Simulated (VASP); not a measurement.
A run of VASP 6.6.1:

File POSCAR:

```
PbS
1.0
    4.0210180300      0.0000000000      0.0000000000
   -2.0105090150      3.4823037631      0.0000000000
    0.0000000000      0.0000000000      3.7587716391
Pb S
1 1
Direct
    0.0000000000      0.0000000000      0.0000000000
    0.6666666667      0.3333333333      0.5000000000
```

INCAR.step1

```
SYSTEM = PbS
PREC = Accurate ; ENCUT = 600
ISMEAR = 0 ; SIGMA = 0.05
LREAL = .False. ; LASPH = .True.
NELM = 60 ; GGA = PE
ALGO = Normal ; EDIFF = 1E-4
LWAVE = .True. ; LCHARG = .False.
```

Contents of INCAR.step2:

```
SYSTEM = PbS
PREC = Accurate ; ENCUT = 600
EDIFF = 1E-6 ; ISMEAR = 0
SIGMA = 0.05 ; LREAL = .False.
LASPH = .True. ; NELM = 60
ALGO = Normal ; ISIF = 4
LWAVE = .False. ; LCHARG = .False.
METAGGA = R2SCAN ; LMIXTAU = .True.
IBRION = 2 ; NSW = 60
EDIFFG = -0.01 ; ISTART = 1
```

Contents of KPOINTS:

```
Automatic mesh
0
Gamma
  10 10 10
  0 0 0
```

Potentials or basis: VASP PAW PBE potentials, release 64 (Pb_d, S).

Launch:

```console
$ cat potpaw_PBE.64/Pb_d/POTCAR potpaw_PBE.64/S/POTCAR > POTCAR
$ cp INCAR.step1 INCAR
$ mpirun -np 1 vasp_std > vasp.out
$ cp INCAR.step2 INCAR
$ mpirun -np 1 vasp_std > vasp.out
```

Hardware: 1 thread of Intel(R) Xeon(R) Platinum 8375C CPU @ 2.90GHz (Ice Lake) (shared host).

Question: Estimate the wall time of this run.

Answer: It took 4.5 min on 1 thread of Intel(R) Xeon(R) Platinum 8375C CPU @ 2.90GHz (Ice Lake), with other jobs on the host, peak memory 0.24 GiB. Counts: k points 84, ion steps 3.
